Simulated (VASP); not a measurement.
Write the native input for VASP 6.6.1 that does the following.

- Task: single point
- Functional: PBEsol
- Potentials or basis: VASP PAW PBE potentials, release 64 (Ca_sv)
- Cutoff: 520 eV
- k mesh: 1 × 1 × 1
- Occupations: fermi-dirac, width 0.05 eV
- Spin: no spin polarisation
- Dipole correction: no
- Further INCAR settings: LREAL = Auto; ALGO = Normal; EDIFF = 1e-07; NBANDS = 160

The structure of Ca lies in POSCAR:

```
Ca
1.0
   11.8369680000      0.0000000000      0.0000000000
    5.9184840000     10.2511150000      0.0000000000
    0.0000000000      0.0000000000     19.4432290000
Ca
28
Direct
    0.1111093689      0.1111098646      0.0514317864
    0.4444464194      0.1111098646      0.0514317864
    0.7777750218      0.1111098646      0.0514317864
    0.1111124437      0.4444492136      0.0514317864
    0.4444410461      0.4444492136      0.0514317864
    0.7777780966      0.4444492136      0.0514317864
    0.1111119480      0.7777788075      0.0514317864
    0.4444405504      0.7777788075      0.0514317864
    0.7777776009      0.7777788075      0.0514317864
   -0.1144806032      0.2167959290      0.2025178020
    0.2053182530      0.2319942757      0.2073421035
    0.5466000852      0.2258876230      0.1988558588
   -0.1309550146      0.5670895312      0.1992313108
    0.1970046736      0.5674699777      0.2101142768
    0.5489371019      0.5592562370      0.2017308956
   -0.1175674870      0.8827332441      0.2000439330
    0.2041125397      0.9001167190      0.2161986571
    0.5402836846      0.8946343886      0.2031144107
   -0.0130968116      0.0253826047      0.3746291318
    0.3220781101     -0.0047019275      0.3718363858
    0.6492187874      0.0014730105      0.3617763284
   -0.0210231819      0.3383046625      0.3616477489
    0.3144258137      0.3446747012      0.3628049641
    0.6563644354      0.3347538292      0.3641267610
   -0.0222908254      0.6723268640      0.3664977664
    0.3058597042      0.6785603322      0.3712860657
    0.6498837522      0.6667664932      0.3516442665
    0.7138597555      0.7341347746      0.5109799406
```

These files were run (other wordings do the same):

INCAR

```
ALGO = Normal ; EDIFF = 1E-7
ENCUT = 520 ; GGA = PS
ISIF = 2 ; ISMEAR = -1
LASPH = True ; LCHARG = False
LREAL = Auto ; LWAVE = False
NBANDS = 160 ; NELM = 60
PREC = Accurate ; SIGMA = 0.05
```

KPOINTS

```
k-points
0
Gamma
  1 1 1
```

Potentials or basis: VASP PAW PBE potentials, release 64 (Ca_sv).

Command:

```console
$ cat potpaw_PBE.64/Ca_sv/POTCAR > POTCAR
$ mpirun -np 1 vasp_gam > vasp.out
```

Results of the run:

```
Largest force : 0.526 eV/Å
```

Caveat: the k points lie up to 0.61 Å⁻¹ apart; there is no dipole correction, which matters where the two faces differ; the PAW data sets were made with another functional, which shifts forces and pressure a little.

Wall time 17 min on 1 thread of Intel(R) Xeon(R) Platinum 8488C (Sapphire Rapids), on a shared host, peak memory 1.9 GiB.
